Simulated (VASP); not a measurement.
# CaO (I-4m2) in VASP: single point with HSE06

Aim: the single point of CaO with HSE06.

Program: VASP 6.6.1. These are calculated values, not measurements. Logs are shortened: lines on timing, memory, paths and dates and some standing lists are left out, and cuts for length are marked.

### Step 1. The cell of the first run

It takes space group I-4m2 (No. 119, tetragonal). The conventional cell has a = 3.686 Å, b = 3.686 Å, c = 5.277 Å, α = 90.00°, β = 90.00°, γ = 90.00°. Ca (site symmetry -4m2) has 4 O at 2.27 Å within 3.0 Å. Within 3.0 Å of O (site symmetry -4m2) lie 4 Ca at 2.27 Å.

### Step 2. Single point, HSE06 (uniaxial z strain +1.2%)

POSCAR

```
CaO
1.0
    0.0000000000      2.6067317416      2.6385338688
    2.6067317416      0.0000000000      2.6385338688
    2.6067317416      2.6067317416      0.0000000000
Ca O
1 1
Direct
    0.0000000000      0.0000000000      0.0000000000
    0.2500000000      0.2500000000      0.2500000000
```

INCAR.step1

```
SYSTEM = CaO
PREC = Accurate
ENCUT = 520
EDIFF = 1E-5
ISMEAR = 0
SIGMA = 0.01
LREAL = .False.
LASPH = .True.
NELM = 80
ALGO = Normal
ISIF = 2
LWAVE = .True.
LCHARG = .False.
GGA = PE
NBANDS = 15
```

INCAR.step2

```
SYSTEM = CaO
PREC = Accurate
ENCUT = 520
EDIFF = 1E-7
ISMEAR = 0
SIGMA = 0.01
LREAL = .False.
LASPH = .True.
NELM = 80
ALGO = Normal
ISIF = 2
LWAVE = .False.
LCHARG = .False.
GGA = PE
LHFCALC = .True.
HFSCREEN = 0.2079
PRECFOCK = Normal
ISTART = 1
NBANDS = 15
```

KPOINTS

```
regular mesh
0
Gamma
  6 6 6
  0 0 0
```

Potentials or basis: VASP PAW PBE potentials, release 64 (Ca_sv, O).

The run is started by

```
cat potpaw_PBE.64/Ca_sv/POTCAR potpaw_PBE.64/O/POTCAR > POTCAR
cp INCAR.step1 INCAR
mpirun -np 1 vasp_std > vasp.out
cp INCAR.step2 INCAR
mpirun -np 1 vasp_std > vasp.out
```

OUTCAR:

```text
SYSTEM = CaO
   PREC = Accurate
   ENCUT = 520
   EDIFF = 1E-7
   ISMEAR = 0
   LREAL = .False.
   LASPH = .True.
   NELM = 80
   ISIF = 2
   GGA = PE
   LHFCALC = .True.
   HFSCREEN = 0.2079
   PRECFOCK = Normal
   ISTART = 1

 ion  position               nearest neighbor table
   1  0.000  0.000  0.000-   2 2.27   2 2.27   2 2.27   2 2.27
   2  0.250  0.250  0.250-   1 2.27   1 2.27   1 2.27   1 2.27

  LATTYP: Found a body centered tetragonal cell.
 ALAT       =     3.6864753824
 C/A-ratio  =     1.4314669678

  Lattice vectors:

 A1 = (  -2.6067317416,   0.0000000000,   2.6385338688)
 A2 = (   2.6067317416,   0.0000000000,   2.6385338688)
 A3 = (   0.0000000000,   2.6067317416,  -2.6385338688)

Analysis of symmetry for initial positions (statically):
=====================================================================
 Subroutine PRICEL returns:
 Original cell was already a primitive cell.

 Routine SETGRP: Setting up the symmetry group for a
 body centered tetragonal supercell.

 Subroutine GETGRP returns: Found  8 space group operations
 (whereof  8 operations were pure point group operations)
 out of a pool of 16 trial point group operations.

The static configuration has the point symmetry D_2d.

Analysis of symmetry for dynamics (positions and initial velocities):
=====================================================================
 Subroutine PRICEL returns:
 Original cell was already a primitive cell.

 Routine SETGRP: Setting up the symmetry group for a
 body centered tetragonal supercell.

 Subroutine GETGRP returns: Found  8 space group operations
 (whereof  8 operations were pure point group operations)
 out of a pool of 16 trial point group operations.

The dynamic configuration has the point symmetry D_2d.

 Subroutine INISYM returns: Found  8 space group operations
 (whereof  8 operations are pure point group operations),
 and found     1 'primitive' translations

----------------------------------------------------------------------------------------

                                     Primitive cell

  volume of cell :      35.8579

  direct lattice vectors                    reciprocal lattice vectors
     0.000000000  2.606731742  2.638533869    -0.191811068  0.191811068  0.189499178
     2.606731742  0.000000000  2.638533869     0.191811068 -0.191811068  0.189499178
     2.606731742  2.606731742  0.000000000     0.191811068  0.191811068 -0.189499178

  length of vectors
     3.709031053  3.709031053  3.686475382     0.330897130  0.330897130  0.330897130

  position of ions in fractional coordinates (direct lattice)
     0.000000000  0.000000000  0.000000000
[... 100 lines left out ...]
  Fermi-wavevector in a.u.,A,eV,Ry     =   1.250988  2.364024 21.292713  1.564970
  Thomas-Fermi vector in A             =   2.384956
   LORBIT       =      0    0 simple, 1 ext, 2 COOP (PROOUT), +10 PAW based schemes
   GGA     = PE    functional components
   LHFCALC =     T    Hartree Fock is set to
   PRECFOCK=normal    Normal, Fast or Accurate (Low or Medium for compatibility)
   ENCUT4O =  -1.0   cutoff for four orbital integrals eV
   NKREDX  =     1    reduce k-point grid by
   NKREDY  =     1    reduce k-point grid by
   NKREDZ  =     1    reduce k-point grid by
   AEXX    =    0.2500 exact exchange contribution
   HFSCREEN=    0.2079 screening length (either q_TF or 0.3 A-1)
   HFSCREENC=   0.2079 screening length for correlation (either q_TF or 0.3 A-1)
   ENCUTFOCK=  -1.0 apply spherical cutoff to Coloumb kernel
   IVDW    =     0    specifies the selected vdW correction
   LEPSILON=     F    determine dielectric tensor
   LRPA    =     F    only Hartree local field effects (RPA)
 non-spin polarized calculation
 Gauss-broadening in eV      SIGMA  =   0.01
  energy-cutoff  :      520.00
  volume of cell :       35.86
 maximum number of plane-waves:       986
  NGX = 24; NGY = 24; NGZ = 24

 number of electron      16.0000001 magnetization

 Free energy of the ion-electron system (eV)
  ---------------------------------------------------
  ext. energy  EPLUGINS =         0.00000000
  ---------------------------------------------------
  free energy    TOTEN  =       -14.45091703 eV

  energy without entropy =      -14.45091703  energy(sigma->0) =      -14.45091703

 E-fermi :  -0.5477     XC(G=0):  -7.4275

 val. band max:       -0.6168155238   @ k =   0.5000   0.5000   0.0000
 cond. band min:       4.0342075344   @ k =   0.0000   0.0000   0.0000
 fundamental gap:      4.6510230582
 Fermi energy:        -0.5477054895

 k-point     1 :       0.0000    0.0000    0.0000
  band No.  band energies     occupation
      1     -40.3604      2.00000
      2     -19.8307      2.00000
      3     -19.8307      2.00000
      4     -19.8275      2.00000
      5     -16.8430      2.00000
      6      -1.2384      2.00000
      7      -1.2266      2.00000
      8      -1.2266      2.00000
      9       4.0342      0.00000
     10       9.3750      0.00000
     11       9.4778      0.00000
     12      11.0133      0.00000
     13      11.1297      0.00000
     14      11.1297      0.00000
[... 401 lines left out ...]
      2     -20.6414      2.00000
      3     -20.0062      2.00000
      4     -19.9543      2.00000
      5     -15.9095      2.00000
      6      -1.8995      2.00000
      7      -0.8129      2.00000
      8      -0.7227      2.00000
      9       6.0673      0.00000
     10       7.7749      0.00000
     11      10.0467      0.00000
     12      11.0823      0.00000
     13      11.1186      0.00000
     14      12.2834      0.00000
     15      14.8527      0.00000

 [... further k-points ...]

------------------------ aborting loop because EDIFF is reached ----------------------------------------

  FORCE on cell =-STRESS in cart. coord.  units (eV):
  Direction    XX          YY          ZZ          XY          YZ          ZX
  --------------------------------------------------------------------------------------
  -------------------------------------------------------------------------------------
  Total       -0.0646086     -0.0646086     -0.1172323      0.0000000      0.0000000      0.0000000
  in kB       -2.8867934     -2.8867934     -5.2380858      0.0000000      0.0000000      0.0000000
  external PRESSURE =      -3.6705575 kB  Pullay stress =       0.0000000 kB

 VOLUME and BASIS-vectors are now :
 -----------------------------------------------------------------------------
  energy-cutoff  :      520.00
  volume of cell :       35.86
      direct lattice vectors                 reciprocal lattice vectors
     0.000000000  2.606731742  2.638533869    -0.191811068  0.191811068  0.189499178
     2.606731742  0.000000000  2.638533869     0.191811068 -0.191811068  0.189499178
     2.606731742  2.606731742  0.000000000     0.191811068  0.191811068 -0.189499178

 POSITION                                       TOTAL-FORCE (eV/Angst)
 -----------------------------------------------------------------------------------
      0.00000      0.00000      0.00000         0.000000      0.000000     -0.000000
      1.30337      1.30337      1.31927        -0.000000      0.000000      0.000000
 -----------------------------------------------------------------------------------
    total drift:                               -0.000000     -0.000000     -0.000000

  FREE ENERGIE OF THE ION-ELECTRON SYSTEM (eV)
  ---------------------------------------------------
  free  energy   TOTEN  =       -14.4509170284 eV

  energy  without entropy=      -14.4509170284  energy(sigma->0) =      -14.45091703
```

OUTCAR.step1:

```text
SYSTEM = CaO
   PREC = Accurate
   ENCUT = 520
   EDIFF = 1E-5
   ISMEAR = 0
   LREAL = .False.
   LASPH = .True.
[... 654 lines left out ...]
      0.00000      0.00000      0.00000         0.000000      0.000000     -0.000000
      1.30337      1.30337      1.31927        -0.000000     -0.000000      0.000000
 -----------------------------------------------------------------------------------
    total drift:                               -0.000000     -0.000000     -0.000000

  FREE ENERGIE OF THE ION-ELECTRON SYSTEM (eV)
  ---------------------------------------------------
  free  energy   TOTEN  =       -12.4424653358 eV

  energy  without entropy=      -12.4424653358  energy(sigma->0) =      -12.44246534
```

OSZICAR.step1:

```text
N       E                     dE             d eps       ncg     rms          rms(c)
DAV:   1     0.128866070725E+03    0.12887E+03   -0.80414E+03   900   0.105E+03
DAV:   2    -0.878592820195E+01   -0.13765E+03   -0.12720E+03  1110   0.280E+02
DAV:   3    -0.148827712066E+02   -0.60968E+01   -0.60550E+01  1040   0.617E+01
DAV:   4    -0.150733627270E+02   -0.19059E+00   -0.19044E+00  1400   0.944E+00
DAV:   5    -0.150744282603E+02   -0.10655E-02   -0.10655E-02  1054   0.817E-01    0.971E+00
DAV:   6    -0.125604368897E+02    0.25140E+01   -0.85794E+00   984   0.252E+01    0.423E+00
DAV:   7    -0.124531328992E+02    0.10730E+00   -0.84606E-01   961   0.845E+00    0.200E+00
DAV:   8    -0.124414733818E+02    0.11660E-01   -0.13632E-01  1152   0.378E+00    0.467E-01
DAV:   9    -0.124404603867E+02    0.10130E-02   -0.94293E-03  1106   0.856E-01    0.170E-01
DAV:  10    -0.124423349077E+02   -0.18745E-02   -0.14826E-03   977   0.307E-01    0.544E-02
DAV:  11    -0.124424704159E+02   -0.13551E-03   -0.67790E-04  1047   0.175E-01    0.309E-02
DAV:  12    -0.124424653358E+02    0.50802E-05   -0.69914E-05  1173   0.956E-02
   1 F= -.12442465E+02 E0= -.12442465E+02  d E =-.660430E-38
```

It took 2.1 h on 1 thread of Intel Xeon Platinum 8259CL at 2.50GHz (Skylake/Cascade Lake), shared host; peak memory 0.29 GiB.

What came out:

```
Free energy            : -14.4509 eV
Pressure               : -0.4 GPa
Band gap on the k mesh : 4.65 eV (least direct gap 5.26 eV)
```

Stress tensor (GPa, compression positive):
```
-0.29  0.00  0.00
 0.00 -0.29  0.00
 0.00  0.00 -0.52
```

Levels at points of the mesh, in eV from the valence-band top:
```tsv
k point	band 5	band 6	band 7	band 8	band 9	band 10	band 11	band 12
(0.00, 0.00, 0.00)	-16.23	-0.62	-0.61	-0.61	4.65	9.99	10.09	11.63
(0.50, 0.00, 0.00)	-15.47	-1.06	-0.37	-0.34	7.79	9.70	9.84	9.87
(0.50, 0.50, 0.00)	-15.23	-1.48	0.00	0.00	6.45	8.36	11.23	11.47
(0.50, 0.00, 0.50)	-15.25	-1.47	-0.03	-0.02	6.49	8.39	11.23	11.46
```

Caveat: the cell differs from its parent crystal (uniaxial z strain +1.2%); the structure was generated, so it needn't be the stable form of CaO; the PAW data sets were made with another functional, which shifts forces and pressure a little.
